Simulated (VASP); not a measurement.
A run of VASP 6.6.1:

The input INCAR:

```
SYSTEM = CdS
ALGO = Normal
EDIFF = 1E-6
ENCUT = 520
GGA = PE
ISIF = 2
ISMEAR = -1
LASPH = .TRUE.
LCHARG = .TRUE.
LELF = .TRUE.
LREAL = .FALSE.
LVHAR = .TRUE.
LWAVE = .FALSE.
NBANDS = 26
NELM = 100
PREC = Accurate
SIGMA = 0.01
```

Contents of KPOINTS:

```
k-points
0
G
  7 7 4
  0 0 0
```

The input POSCAR:

```
CdS
1.0
    4.0521032193      0.0000000000      0.0000000000
   -2.0260516097      3.5092243267      0.0000000000
    0.0000000000      0.0000000000      6.7490000000
Cd S
2 2
Direct
    0.3333333333      0.6666666667      0.0000000000
    0.6666666667      0.3333333333      0.5000000000
    0.3333333333      0.6666666667      0.3850000000
    0.6666666667      0.3333333333      0.8850000000
```

Potentials or basis: VASP PAW PBE potentials, release 64 (Cd, S).

Command:

```sh
$ cat potpaw_PBE.64/Cd/POTCAR potpaw_PBE.64/S/POTCAR > POTCAR
$ mpirun -np 1 vasp_std > vasp.out
```

Hardware: 1 thread of Intel(R) Xeon(R) 6975P-C (Granite Rapids) (shared host).

Task: Estimate the wall time of this run.

Result: It took 26 s on 1 thread of Intel(R) Xeon(R) 6975P-C (Granite Rapids), on a shared host, peak memory 0.21 GiB. Counts: scf iterations 14, k points 24.
